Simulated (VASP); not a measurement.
Here is a VASP 6.6.1 calculation.

The input INCAR:

```
SYSTEM = TaN
ALGO     = Normal         ! electronic algorithm
EDIFF    = 1E-6           ! SCF threshold, eV
ENCUT    = 520            ! plane-wave cutoff, eV
GGA      = PE             ! functional
ISIF     = 2              ! what is computed and relaxed
ISMEAR   = -1             ! smearing method
LASPH    = .True.         ! aspherical terms in the spheres
LCHARG   = .False.        ! write CHGCAR
LREAL    = .False.        ! projectors in reciprocal space
LWAVE    = .False.        ! write WAVECAR
NBANDS   = 15             ! bands
NELM     = 80             ! most SCF steps
PREC     = Accurate       ! precision mode
SIGMA    = 0.05           ! smearing width, eV
```

KPOINTS

```
k-points
0
Gamma
  9 9 9
  0 0 0
```

File POSCAR:

```
TaN
1.0
    0.0000000000      2.1892097700      2.2113230000
    2.1892097700      0.0000000000      2.2113230000
    2.1892097700      2.1892097700      0.0000000000
Ta N
1 1
Direct
    0.5000000000      0.5000000000      0.5000000000
    0.0000000000      0.0000000000      0.0000000000
```

Potentials or basis: VASP PAW PBE potentials, release 64 (Ta_pv, N).

Launch:

```bash
$ cat potpaw_PBE.64/Ta_pv/POTCAR potpaw_PBE.64/N/POTCAR > POTCAR
$ mpirun -np 1 vasp_std > vasp.out
```

Task: Predict the pressure.

Result: 6.5 GPa.

Task: Estimate the band gap on the k mesh.

Result: Zero (band 8 reaches 11.14 eV, above the bottom of band 9 at 7.51 eV).

Stress tensor (GPa, compression positive):
```
8.78 0.00 0.00
0.00 8.78 0.00
0.00 0.00 1.87
```

Caveat: spin-orbit coupling is left out, which moves the levels of the heavy elements.
